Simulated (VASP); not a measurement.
Set up this calculation in VASP 6.6.1, as the native input.

```yaml
Task: single point
Functional: SVWN5
Potentials_or_basis: VASP PAW PBE potentials, release 64 (Ag)
Cutoff: 520 eV
k_mesh: 7 × 7 × 7
Occupations: fermi-dirac, width 0.025 eV
Spin: collinear spin
Starting_moments: "[0.11] μB"
Dipole_correction: no
Further_INCAR_settings: ALGO = Fast; EDIFF = 1e-06; NBANDS = 16; ISYM = 0
```

The structure of Ag lies in POSCAR:

```
Ag
1.0
    0.0000000000      2.0427500000      2.0427500000
    2.0427500000      0.0000000000      2.0427500000
    2.0427500000      2.0427500000      0.0000000000
Ag
1
Direct
    0.0000000000      0.0000000000      0.0000000000
```

These files were run (other wordings do the same):

INCAR

```
PREC = Accurate ; ENCUT = 520
EDIFF = 1E-6 ; ISMEAR = -1
SIGMA = 0.025 ; LREAL = False
LASPH = True ; NELM = 150
ALGO = Fast ; ISIF = 2
LWAVE = False ; LCHARG = False
ISPIN = 2 ; MAGMOM = 0.11
LORBIT = 11 ; LMAXMIX = 4
GGA = VW ; ISYM = 0
NBANDS = 16
```

KPOINTS

```
Automatic mesh
0
Gamma
  7 7 7
```

Potentials or basis: VASP PAW PBE potentials, release 64 (Ag).

The run is started by

```sh
$ cat potpaw_PBE.64/Ag/POTCAR > POTCAR
$ mpirun -np 1 vasp_std > vasp.out
```

Results of the run:

* Pressure: -7.9 GPa
* Net moment: 0.00 μB per cell
* Valence electrons inside the program's atomic spheres: Ag 9.86

Caveat: the k points lie up to 0.38 Å⁻¹ apart; the PAW data sets were made with another functional, which shifts forces and pressure a little.

Wall time 46 s on 1 thread of Intel(R) Xeon(R) Platinum 8559C (Emerald Rapids), with other jobs on the host, peak memory 0.18 GiB.
